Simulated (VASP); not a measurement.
**Ta3N: single point with PBE**

Crystal: Ta3N.

```xyz
4
Lattice="5.6213 0.0000 0.0000 -2.8106 4.8681 0.0000 0.0000 0.0000 2.8550" Properties=species:S:1:pos:R:3 pbc="T T T"
Ta    1.3524    2.4646    1.2016
Ta    0.0000    4.8071    1.2016
Ta   -1.3524    2.4646    1.2016
N     2.8106    1.6227   -0.2259
```

- Program: VASP 6.6.1
- Task: single point
- Functional: PBE
- Potentials or basis: VASP PAW PBE potentials, release 64 (Ta_pv, N)
- Cutoff: 520 eV
- k mesh: 6 × 6 × 4
- Occupations: gaussian, width 0.1 eV
- Spin: no spin polarisation

```json
{
 "Pressure": "0.3 GPa",
 "Largest force": "0.047 eV/Å",
 "Band gap on the k mesh": "zero (band 19 reaches 4.33 eV, above the bottom of band 20 at 2.86 eV)"
}
```

Forces in eV/Å, atoms in the order of the input:
```
Ta  -0.040  0.023  0.000
Ta   0.000 -0.047  0.000
Ta   0.040  0.023  0.000
N    0.000  0.000  0.000
```

Levels at points of the mesh, in eV from the Fermi level:
```
           k point  band 16  band 17  band 18  band 19  band 20  band 21  band 22  band 23
(0.00, 0.00, 0.00)    -1.88    -1.80    -1.80     0.20     0.20     2.54     2.54     3.12
(0.50, 0.00, 0.00)    -2.04    -1.36    -0.94    -0.92    -0.34     1.16     1.88     2.21
(0.00, 0.00, 0.50)    -1.54    -1.36    -0.69    -0.69     1.19     1.85     3.73     3.73
(0.50, 0.00, 0.50)    -1.01    -0.61    -0.22     0.68     1.02     1.11     1.13     1.18
```

It took 54 s on 1 thread of AMD EPYC 9R45 (Zen 5), on a shared host, peak memory 0.18 GiB.

Caveat: the k points lie up to 0.55 Å⁻¹ apart; spin-orbit coupling is left out, which moves the levels of the heavy elements.
